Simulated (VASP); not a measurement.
# Ge: electric field gradients with r2SCAN

Crystal: Ge.

```
Ge
1.0
     0.00000    2.82891    2.82891
     2.82891    0.00000    2.82891
     2.82891    2.82891    0.00000
Ge
2
Direct
  0.93250 0.02250 0.02250
  0.31750 0.22750 0.22750
```

This cell differs from its parent crystal: shortest bond scaled by 0.82.

```
Program                : VASP 6.6.1
Task                   : electric field gradients
Functional             : r2SCAN
Potentials or basis    : VASP PAW PBE potentials, release 64 (Ge_d)
Cutoff                 : 520 eV
k mesh                 : 9 × 9 × 9
Occupations            : fermi-dirac, width 0.05 eV
Spin                   : no spin polarisation
Dipole correction      : no
Further INCAR settings : ALGO = Normal; EDIFF = 1e-08; NBANDS = 21
```

```json
{
  "Pressure": "11.7 GPa",
  "Largest force": "9.311 eV/Å",
  "Band gap on the k mesh": "zero (band 14 reaches 6.14 eV, above the bottom of band 15 at 4.60 eV)"
}
```

Forces on the atoms (eV/Å):
```
Ge  -5.376  5.376  5.376
Ge   5.376 -5.376 -5.376
```

Stress tensor (GPa, compression positive):
```
 11.70 -16.68 -16.68
-16.68  11.70  16.68
-16.68  16.68  11.70
```

Levels at points of the mesh, in eV from the Fermi level:
| k point | band 11 | band 12 | band 13 | band 14 | band 15 | band 16 | band 17 | band 18 |
| --- | --- | --- | --- | --- | --- | --- | --- | --- |
| (0.00, 0.00, 0.00) | -13.67 | -2.14 | 0.23 | 1.30 | 1.30 | 1.30 | 1.30 | 4.73 |

Electric field gradients, principal values (V/Å²):
```tsv
atom	least	middle	greatest (by size)
1 Ge	60.851	60.861	-121.712
2 Ge	60.851	60.861	-121.712
```

It took 8.9 min on 1 thread of Intel Xeon 8259CL, with other jobs on the host, peak memory 0.21 GiB.

Caveat: the cell differs from its parent crystal (shortest bond scaled by 0.82); without QUAD_EFG the Cq values of the log hold for a quadrupole moment of 1 mb, not for the nuclei; the PAW data sets were made with another functional, which shifts forces and pressure a little.
